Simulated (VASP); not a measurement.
Here is a VASP 6.6.1 calculation.

POSCAR

```
KI
1.0
    4.2909401544     -0.0658659314      0.0000000000
   -0.0658659314      4.2909401544      0.0000000000
    0.0000000000      0.0000000000      4.2909401544
K I
1 1
Direct
    0.0000000000      0.0000000000      0.0000000000
    0.5000000000      0.5000000000      0.5000000000
```

INCAR.step1

```
PREC = Accurate
ENCUT = 520
EDIFF = 1E-5
ISMEAR = 0
SIGMA = 0.01
LREAL = F
LASPH = T
NELM = 80
ALGO = Normal
ISIF = 2
LWAVE = T
LCHARG = F
NBANDS = 15
GGA = PE
```

File INCAR.step2:

```
PREC = Accurate
ENCUT = 520
EDIFF = 1E-6
ISMEAR = 0
SIGMA = 0.01
LREAL = F
LASPH = T
NELM = 80
ALGO = Normal
ISIF = 2
LWAVE = F
LCHARG = F
GGA = PE
LHFCALC = T
HFSCREEN = 0.2079
PRECFOCK = Normal
NBANDS = 15
ISTART = 1
```

The input KPOINTS:

```
Automatic mesh
0
Gamma
  4 4 4
```

Potentials or basis: VASP PAW PBE potentials, release 64 (K_sv, I).

The run is started by

```console
$ cat potpaw_PBE.64/K_sv/POTCAR potpaw_PBE.64/I/POTCAR > POTCAR
$ cp INCAR.step1 INCAR
$ mpirun -np 1 vasp_std > vasp.out
$ cp INCAR.step2 INCAR
$ mpirun -np 1 vasp_std > vasp.out
```

Question: Estimate the band gap on the k mesh.

Answer: 4.30 eV (least direct gap 4.66 eV).

Question: Estimate the pressure.

Answer: 0.3 GPa.

Stress tensor (GPa, compression positive):
```
0.31 0.10 0.00
0.10 0.31 0.00
0.00 0.00 0.32
```

Caveat: the cell differs from its parent crystal (shear xy strain -3.1%); the PAW data sets were made with another functional, which shifts forces and pressure a little; spin-orbit coupling is left out, which moves the levels of the heavy elements. A k mesh can miss the band edges.
